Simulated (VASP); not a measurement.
A run of VASP 6.6.1 is set up as follows.

INCAR

```
SYSTEM = HgTe
ALGO = Normal
EDIFF = 1E-6
ENCUT = 520
GGA = PE
ISIF = 2
ISMEAR = 0
LASPH = .True.
LCHARG = .True.
LELF = .True.
LREAL = .False.
LVHAR = .True.
LWAVE = .False.
NBANDS = 16
NELM = 100
PREC = Accurate
SIGMA = 0.15
```

File KPOINTS:

```
k-points
0
Gamma
  16 16 16
  0 0 0
```

The input POSCAR:

```
HgTe
1.0
    0.0000000000      3.2416781344      3.3247980866
    3.2416781344      0.0000000000      3.3247980866
    3.2416781344      3.2416781344      0.0000000000
Hg Te
1 1
Direct
    0.0000000000      0.0000000000      0.0000000000
    0.7500000000      0.7500000000      0.7500000000
```

Potentials or basis: VASP PAW PBE potentials, release 64 (Hg, Te).

Command:

```sh
$ cat potpaw_PBE.64/Hg/POTCAR potpaw_PBE.64/Te/POTCAR > POTCAR
$ mpirun -np 1 vasp_std > vasp.out
```

Predict the band gap on the k mesh.

zero (filled and empty bands touch).

Predict the pressure.

2.0 GPa.

Stress tensor (GPa, compression positive):
```
2.16 0.00 0.00
0.00 2.16 0.00
0.00 0.00 1.80
```

Caveat: the cell differs from its parent crystal (strain -0.025 along x and y, +0.000 along z); semilocal functionals underestimate gaps, and a narrow one can read as zero; spin-orbit coupling is left out, which moves the levels of the heavy elements.
